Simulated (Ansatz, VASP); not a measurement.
## Two plane-wave programs on TePbS4

```xyz
6
Lattice="7.7301 0.0000 0.0000 0.0000 4.2736 2.3881 0.0000 -4.2736 2.3881" Properties=species:S:1:pos:R:3 pbc="T T T"
Te    3.8650    0.0000    3.9497
Pb    0.0000    0.0000    2.8203
S     5.8041   -2.4106    1.5654
S     1.9259    2.4106    1.5654
S     5.8041    2.4106    1.5654
S     1.9259   -2.4106    1.5654
```

Alike in both runs: task single point; functional r2SCAN; k mesh 4 × 8 × 8; occupations gaussian, width 0.1 eV; no spin polarisation.

```csv
,VASP,Ansatz
version,VASP 6.6.1,Ansatz 0.2.0
potentials or method,"VASP PAW PBE potentials, release 64 (Te, Pb_d, S), cutoff 520 eV","scalar-relativistic, plane waves, PAW"
valence electrons in the cell,44,54
```

VASP gave:

| Item | Value |
| --- | --- |
| gap on the k mesh at the Fermi level (eV) | none |
| pressure (GPa) | -1.1 |
| traceless stress, the component that is largest in VASP (GPa) | -0.05 |
| rms of the force components (eV/Å) | 0.013 |

Estimate Ansatz's values.

gap on the k mesh at the Fermi level (eV): none; pressure (GPa): -1.0; traceless stress, the component that is largest in VASP (GPa): -0.08; rms of the force components (eV/Å): 0.015.

VASP's potentials were made for PBE, not for r2SCAN. Atom by atom the forces differ by 0.007 eV/Å (rms over components). A gap of «none» marks a metal or a gap that the smearing closes. VASP's potentials hold 44 valence electrons a cell and Ansatz's 54, so a difference there can come from the potentials and not from the codes.

Spin-orbit coupling is off throughout.
